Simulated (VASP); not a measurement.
# Mg2CdTe4 (I-4) in VASP: single point with r2SCAN

Aim: the single point of Mg2CdTe4 with r2SCAN.

Program: VASP 6.6.1. These are calculated values, not measurements. Logs are shortened: lines on timing, memory, paths and dates and some standing lists are left out, and cuts for length are marked.

## (1) The cell of the first run

Symmetry: I-4, No. 82, tetragonal system. Conventional cell: a = 6.035 Å, b = 6.035 Å, c = 12.068 Å, α = 90.00°, β = 90.00°, γ = 90.00°. Mg (site symmetry -4) has 4 Te at 2.69 Å within 3.5 Å. Mg (site symmetry -4) has 4 Te at 2.69 Å within 3.5 Å. Cd (site symmetry -4) has 4 Te at 2.69 Å within 3.5 Å. Te (site symmetry 1) has 2 Mg at 2.69 Å and 1 Cd at 2.69 Å within 3.5 Å.

## (2) Single point, r2SCAN

Contents of POSCAR:

```
Mg2CdTe4
1.0
    0.0000000000      6.0350360000      0.0000000000
    6.0350360000      0.0000000000      0.0000000000
    3.0175180000      3.0175180000     -6.0340600000
Mg Cd Te
2 1 4
Direct
    0.7500000000      0.2500000000      0.5000000000
    0.5000000000      0.5000000000      0.0000000000
    0.0000000000      0.0000000000      0.0000000000
    0.3650000000      0.4050000000      0.7300000000
    0.5950000000      0.0950000000      0.2700000000
    0.9050000000      0.8650000000      0.7300000000
    0.1350000000      0.6350000000      0.2700000000
```

Contents of INCAR.step1:

```
PREC = Accurate
ENCUT = 520
ISMEAR = 1
SIGMA = 0.0422
LREAL = False
LASPH = True
NELM = 100
NBANDS = 29
GGA = PE
ALGO = Normal
EDIFF = 1E-4
LWAVE = True
LCHARG = False
```

Contents of INCAR.step2:

```
PREC = Accurate
ENCUT = 520
EDIFF = 1E-6
ISMEAR = 1
SIGMA = 0.0422
LREAL = False
LASPH = True
NELM = 100
ALGO = Normal
ISIF = 2
LWAVE = False
LCHARG = False
METAGGA = R2SCAN
LMIXTAU = True
NBANDS = 29
ISTART = 1
```

Contents of KPOINTS:

```
regular mesh
0
Gamma
  5 5 5
```

Potentials or basis: VASP PAW PBE potentials, release 64 (Mg, Cd, Te).

Command:

```
$ cat potpaw_PBE.64/Mg/POTCAR potpaw_PBE.64/Cd/POTCAR potpaw_PBE.64/Te/POTCAR > POTCAR
$ cp INCAR.step1 INCAR
$ mpirun -np 1 vasp_std > vasp.out
$ cp INCAR.step2 INCAR
$ mpirun -np 1 vasp_std > vasp.out
```

OUTCAR:

```text
PREC = Accurate
   ENCUT = 520
   EDIFF = 1E-6
   ISMEAR = 1
   LREAL = False
   LASPH = True
   NELM = 100
   ISIF = 2
   METAGGA = R2SCAN
   ISTART = 1

 ion  position               nearest neighbor table
   1  0.750  0.250  0.500-   4 2.69   5 2.69   6 2.69   7 2.69
   2  0.500  0.500  0.000-   4 2.69   5 2.69   6 2.69   7 2.69
   3  0.000  0.000  0.000-   4 2.69   5 2.69   6 2.69   7 2.69
   4  0.365  0.405  0.730-   2 2.69   3 2.69   1 2.69
   5  0.595  0.095  0.270-   2 2.69   3 2.69   1 2.69
   6  0.905  0.865  0.730-   2 2.69   3 2.69   1 2.69
   7  0.135  0.635  0.270-   2 2.69   3 2.69   1 2.69

  LATTYP: Found a body centered tetragonal cell.
 ALAT       =     6.0350360000
 C/A-ratio  =     1.9996765554

  Lattice vectors:

 A1 = (  -3.0175180000,   3.0175180000,   6.0340600000)
 A2 = (   3.0175180000,  -3.0175180000,   6.0340600000)
 A3 = (   3.0175180000,   3.0175180000,  -6.0340600000)

Analysis of symmetry for initial positions (statically):
=====================================================================
 Subroutine PRICEL returns:
 Original cell was already a primitive cell.

 Routine SETGRP: Setting up the symmetry group for a
 body centered tetragonal supercell.

 Subroutine GETGRP returns: Found  4 space group operations
 (whereof  4 operations were pure point group operations)
 out of a pool of 16 trial point group operations.

The static configuration has the point symmetry S_4 .

Analysis of symmetry for dynamics (positions and initial velocities):
=====================================================================
 Subroutine PRICEL returns:
 Original cell was already a primitive cell.

 Routine SETGRP: Setting up the symmetry group for a
 body centered tetragonal supercell.

 Subroutine GETGRP returns: Found  4 space group operations
 (whereof  4 operations were pure point group operations)
 out of a pool of 16 trial point group operations.

The dynamic configuration has the point symmetry S_4 .

 Subroutine INISYM returns: Found  4 space group operations
 (whereof  4 operations are pure point group operations),
 and found     1 'primitive' translations

----------------------------------------------------------------------------------------

                                     Primitive cell

  volume of cell :     219.7705

  direct lattice vectors                    reciprocal lattice vectors
     0.000000000  6.035036000  0.000000000     0.000000000  0.165699094  0.082862948
     6.035036000  0.000000000  0.000000000     0.165699094  0.000000000  0.082862948
     3.017518000  3.017518000 -6.034060000     0.000000000  0.000000000 -0.165725896

  length of vectors
     6.035036000  6.035036000  7.390582510     0.185263213  0.185263213  0.165725896

  position of ions in fractional coordinates (direct lattice)
     0.750000000  0.250000000  0.500000000
     0.500000000  0.500000000  0.000000000
     0.000000000  0.000000000  0.000000000
     0.365000000  0.405000000  0.730000000
     0.595000000  0.095000000  0.270000000
     0.905000000  0.865000000  0.730000000
     0.135000000  0.635000000  0.270000000

  ion indices of the primitive-cell ions
   primitive index   ion index
                 1           1
                 2           2
                 3           3
                 4           4
                 5           5
                 6           6
                 7           7

----------------------------------------------------------------------------------------

 KPOINTS: regular mesh

Automatic generation of k-mesh.
 Grid dimensions read from file:
 generate k-points for:    5    5    5

 Generating k-lattice:

  Cartesian coordinates                     Fractional coordinates (reciprocal lattice)
     0.000000000  0.033139819  0.016572590     0.200000000  0.000000000  0.000000000
     0.033139819  0.000000000  0.016572590     0.000000000  0.200000000  0.000000000
     0.000000000  0.000000000 -0.033145179     0.000000000  0.000000000  0.200000000

  Length of vectors
     0.037052643  0.037052643  0.033145179

  Shift w.r.t. Gamma in fractional coordinates (k-lattice)
     0.000000000  0.000000000  0.000000000

 Subroutine IBZKPT returns following result:
 ===========================================

 Found     21 irreducible k-points:

 Following reciprocal coordinates:
            Coordinates               Weight
  0.000000  0.000000  0.000000      1.000000
  0.200000  0.000000  0.000000      8.000000
  0.400000  0.000000  0.000000      8.000000
  0.200000  0.200000  0.000000      8.000000
  0.400000  0.200000  0.000000      8.000000
 -0.200000 -0.400000  0.000000      8.000000
[... 13 lines left out ...]
  0.000000  0.000000  0.400000      2.000000
 -0.200000  0.000000  0.400000      4.000000
   k-points           NKPTS =     21   k-points in BZ     NKDIM =     21   number of bands    NBANDS=     29
   number of dos      NEDOS =    301   number of ions     NIONS =      7
   total plane-waves  NPLWV = 129024
   dimension x,y,z NGX =    48 NGY =   48 NGZ =   56
   dimension x,y,z NGXF=    96 NGYF=   96 NGZF=  112
   ions per type =               2   1   4
   NGX,Y,Z   is equivalent  to a cutoff of  13.22, 13.22, 12.60 a.u.
   NGXF,Y,Z  is equivalent  to a cutoff of  26.44, 26.44, 25.19 a.u.
 SYSTEM =  unknown system
   PREC   = accura    normal or accurate (medium, high low for compatibility)
   ISTART =      1    job   : 0-new  1-cont  2-samecut
   ICHARG =      0    charge: 1-file 2-atom 10-const
   ISPIN  =      1    spin polarized calculation?
   LNONCOLLINEAR =      F non collinear calculations
   LSORBIT =      F    spin-orbit coupling
   LASPH  =      T    aspherical Exc in radial PAW
   ENCUT  =  520.0 eV  38.22 Ry    6.18 a.u.  11.22 11.22 13.74*2*pi/ulx,y,z
   NELM   =    100;   NELMIN=  2; NELMDL=  0     # of ELM steps
   EDIFF  = 0.1E-05   stopping-criterion for ELM
   LREAL  =      F    real-space projection
   EDIFFG = 0.1E-04   stopping-criterion for IOM
   NSW    =      0    number of steps for IOM
   IBRION =     -1    ionic relax: 0-MD 1-quasi-New 2-CG
   NFREE  =      0    steps in history (QN), initial steepest desc. (CG)
   ISIF   =      2    stress and relaxation
   ISYM   =      2    0-nonsym 1-usesym 2-fastsym
   POTIM  = 0.5000    time-step for ionic-motion
   TEBEG  =    0.0;   TEEND  =   0.0 temperature during run
   PSTRESS=    0.0 pullay stress
   NELECT =      40.0000    total number of electrons
   NUPDOWN=      -1.0000    fix difference up-down
   EMIN   =  10.00;   EMAX   =-10.00  energy-range for DOS
   EFERMI =   0.00;   METHOD = LEGACY
   ISMEAR =     1;   SIGMA  =   0.04  broadening in eV -4-tet -1-fermi 0-gaus
   EFERMI_NEDOS =   21; number of points for ismear=-14 and -15
   IALGO  =     38    algorithm
   IMIX   =      4    mixing-type and parameters
     AMIX     =   0.40;   BMIX     =  1.00
     AMIX_MAG =   1.60;   BMIX_MAG =  1.00
  volume/ion in A,a.u.               =      31.40       211.87
  Fermi-wavevector in a.u.,A,eV,Ry     =   0.927766  1.753223 11.711207  0.860749
  Thomas-Fermi vector in A             =   2.053871
   LORBIT       =      0    0 simple, 1 ext, 2 COOP (PROOUT), +10 PAW based schemes
   METAGGA = R2SCAN    functional components
   LHFCALC =     F    Hartree Fock is set to
   AEXX    =    0.0000 exact exchange contribution
   IVDW    =     0    specifies the selected vdW correction
   LEPSILON=     F    determine dielectric tensor
   LRPA    =     F    only Hartree local field effects (RPA)
 non-spin polarized calculation
 Methfessel and Paxton  Order N= 1 SIGMA  =   0.04
  energy-cutoff  :      520.00
  volume of cell :      219.77
 maximum number of plane-waves:      5935
 NGX is ok and might be reduce to    48
   NGX = 23   NGY = 23   NGZ = 27

 number of electron      40.0000000 magnetization

 Free energy of the ion-electron system (eV)
  ---------------------------------------------------
  ext. energy  EPLUGINS =         0.00000000
  ---------------------------------------------------
  free energy    TOTEN  =      -133.04842596 eV

  energy without entropy =     -133.04886054  energy(sigma->0) =     -133.04857082

 E-fermi :   2.7972     XC(G=0):  -9.0166

 val. band max:        2.7944908572   @ k =  -0.2000  -0.4000   0.2000
 cond. band min:       2.8262749104   @ k =  -0.2000   0.2000   0.0000
 fundamental gap:      0.0317840532
 Fermi energy:         2.7972083545

 k-point     1 :       0.0000    0.0000    0.0000
  band No.  band energies     occupation
      1      -8.6548      2.00000
      2      -7.5976      2.00000
      3      -7.5976      2.00000
      4      -7.5801      2.00000
      5      -5.4985      2.00000
      6      -5.4772      2.00000
[... 21 lines left out ...]
     28       9.3335      0.00000
     29       9.3399      0.00000

 k-point     2 :       0.2000    0.0000    0.0000
  band No.  band energies     occupation
      1      -8.5440      2.00000
      2      -7.6711      2.00000
      3      -7.6313      2.00000
      4      -7.5976      2.00000
      5      -5.4965      2.00000
      6      -5.4753      2.00000
[... 21 lines left out ...]
     28       9.0837      0.00000
     29       9.4942      0.00000

 k-point     3 :       0.4000    0.0000    0.0000
  band No.  band energies     occupation
      1      -8.2562      2.00000
      2      -7.9046      2.00000
      3      -7.6737      2.00000
      4      -7.6338      2.00000
      5      -5.4935      2.00000
      6      -5.4759      2.00000
[... 21 lines left out ...]
     28       9.1894      0.00000
     29       9.3374      0.00000

 k-point     4 :       0.2000    0.2000    0.0000
  band No.  band energies     occupation
      1      -8.4041      2.00000
      2      -7.7081      2.00000
      3      -7.6852      2.00000
      4      -7.6570      2.00000
      5      -5.4959      2.00000
      6      -5.4742      2.00000
[... 501 lines left out ...]
     28       8.9306      0.00000
     29       9.3681      0.00000

 k-point    20 :       0.0000    0.0000    0.4000
  band No.  band energies     occupation
      1      -8.3299      2.00000
      2      -7.9583      2.00000
      3      -7.5969      2.00000
      4      -7.5969      2.00000
      5      -5.5042      2.00000
      6      -5.4854      2.00000
[... 21 lines left out ...]
     28       8.0734      0.00000
     29       8.5532      0.00000

 k-point    21 :      -0.2000    0.0000    0.4000
  band No.  band energies     occupation
      1      -8.1767      2.00000
      2      -8.0125      2.00000
      3      -7.7032      2.00000
      4      -7.5940      2.00000
      5      -5.5008      2.00000
      6      -5.4875      2.00000
[... 21 lines left out ...]
     28       8.4201      0.00000
     29       8.8527      0.00000

------------------------ aborting loop because EDIFF is reached ----------------------------------------

  FORCE on cell =-STRESS in cart. coord.  units (eV):
  Direction    XX          YY          ZZ          XY          YZ          ZX
  --------------------------------------------------------------------------------------
  -------------------------------------------------------------------------------------
  Total        6.5706704      6.5706704      6.6603106      0.0000008     -0.0000000      0.0000000
  in kB       47.9016984     47.9016984     48.5551961      0.0000057     -0.0000000      0.0000000
  external PRESSURE =      48.1195310 kB  Pullay stress =       0.0000000 kB

 VOLUME and BASIS-vectors are now :
 -----------------------------------------------------------------------------
  energy-cutoff  :      520.00
  volume of cell :      219.77
      direct lattice vectors                 reciprocal lattice vectors
     0.000000000  6.035036000  0.000000000     0.000000000  0.165699094  0.082862948
     6.035036000  0.000000000  0.000000000     0.165699094  0.000000000  0.082862948
     3.017518000  3.017518000 -6.034060000     0.000000000  0.000000000 -0.165725896

 POSITION                                       TOTAL-FORCE (eV/Angst)
 -----------------------------------------------------------------------------------
      3.01752      6.03504     -3.01703        -0.000000      0.000000      0.000000
      3.01752      3.01752      0.00000        -0.000000      0.000000      0.000000
      0.00000      0.00000      0.00000        -0.000000      0.000000      0.000000
      4.64698      4.40558     -4.40486         0.556459     -0.242912      0.469328
      1.38806      4.40558     -1.62920        -0.242912     -0.556459     -0.469328
      7.42309      7.66450     -4.40486        -0.556459      0.242912      0.469328
      4.64698      1.62946     -1.62920         0.242912      0.556459     -0.469328
 -----------------------------------------------------------------------------------
    total drift:                                0.000119      0.000104      0.000341

  FREE ENERGIE OF THE ION-ELECTRON SYSTEM (eV)
  ---------------------------------------------------
  free  energy   TOTEN  =      -133.0484259641 eV

  energy  without entropy=     -133.0488605382  energy(sigma->0) =     -133.04857082
```

Wall time 4 min (1 thread of Intel Xeon 6975P-C (Granite Rapids), shared host); peak memory 0.46 GiB.

What came out:

```yaml
Free_energy: -133.0484 eV
Pressure: 4.8 GPa
Largest_force: 0.767 eV/Å
Band_gap_on_the_k_mesh: zero (band 20 reaches 3.33 eV, above the bottom of band 21 at 2.57 eV)
```

Forces on the atoms (eV/Å):
```
Mg   0.000  0.000  0.000
Mg   0.000  0.000  0.000
Cd   0.000  0.000  0.000
Te   0.556 -0.243  0.469
Te  -0.243 -0.556 -0.469
Te  -0.556  0.243  0.469
Te   0.243  0.556 -0.469
```

Caveat: the PAW data sets were made with another functional, which shifts forces and pressure a little; spin-orbit coupling is left out, which moves the levels of the heavy elements.
